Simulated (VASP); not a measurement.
The system is V.

```
V
1.0
     0.00000    2.65267    2.65267
     2.65267    0.00000    2.65267
     2.65267    2.65267    0.00000
V
2
Direct
  0.12500 0.12500 0.12500
  0.87500 0.87500 0.87500
```

This isn't the form of V at room conditions, which is bcc.

```yaml
Program: VASP 6.6.1
Task: relaxation of cell and atoms
Functional: LDA
Potentials_or_basis: VASP PAW LDA potentials, release 64 (V_sv)
Cutoff: 600 eV
k_mesh: 10 × 10 × 10
Occupations: fermi-dirac, width 0.1 eV
Spin: no spin polarisation
```

At the start: pressure -7.2 GPa; volume 18.67 Å³/atom.

Question: Where does the relaxation end?

Answer: Over 3 steps the energy falls by 46.2 meV/atom and the volume is 16.76 Å³/atom (-10.2 %); space group Fd-3m (No. 227, to 0.1 Å) before and after.

Step by step:
| step | energy change (eV) | largest force (eV/Å) | pressure (GPa) | volume (Å³) |
| --- | --- | --- | --- | --- |
| 1 | 0.0000 | 0.0000 | -7.18 | 37.33 |
| 2 | -0.0902 | 0.0000 | 1.37 | 32.99 |
| 3 | -0.0925 | 0.0000 | -0.03 | 33.53 |

Final structure:
```
V
1.0
     0.00000    2.55928    2.55928
     2.55928    0.00000    2.55928
     2.55928    2.55928    0.00000
V
2
Direct
  0.12500 0.12500 0.12500
  0.87500 0.87500 0.87500
```
